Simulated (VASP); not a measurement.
A run of VASP 6.6.1 is set up as follows.

File INCAR:

```
PREC = Accurate
ENCUT = 520
EDIFF = 1E-7
ISMEAR = -1
SIGMA = 0.05
LREAL = False
LASPH = True
NELM = 150
ALGO = Normal
ISIF = 2
LWAVE = False
LCHARG = False
LMAXMIX = 4
LDAU = True
LDAUTYPE = 2
LDAUL = 2 -1
LDAUU = 1 0
LDAUJ = 0 0
LDAUPRINT = 1
GGA = PS
NBANDS = 16
```

The input KPOINTS:

```
Automatic mesh
0
Gamma
  10 10 10
```

File POSCAR:

```
WC
1.0
    0.0000000000      2.1726366333      2.1726366333
    2.1726366333      0.0000000000      2.1726366333
    2.1726366333      2.1726366333      0.0000000000
W C
1 1
Direct
    0.0000000000      0.0000000000      0.0000000000
    0.5000000000      0.5000000000      0.5000000000
```

Potentials or basis: VASP PAW PBE potentials, release 64 (W_sv, C).

Command:

```console
$ cat potpaw_PBE.64/W_sv/POTCAR potpaw_PBE.64/C/POTCAR > POTCAR
$ mpirun -np 1 vasp_std > vasp.out
```

Predict the pressure.

2.9 GPa.

Predict the band gap on the k mesh.

zero (band 9 reaches 13.89 eV, above the bottom of band 10 at 10.55 eV).

Eigenvalues of the final occupation matrices:
```
    site  spin  trace               eigenvalues
site 1 d     1   1.74  0.34 0.34 0.34 0.36 0.36
site 1 d     2   1.74  0.34 0.34 0.34 0.36 0.36
```

Caveat: the PAW data sets were made with another functional, which shifts forces and pressure a little; spin-orbit coupling is left out, which moves the levels of the heavy elements; U without spin polarisation on a metal has little footing; the U is typed as a test and isn't derived for this compound.
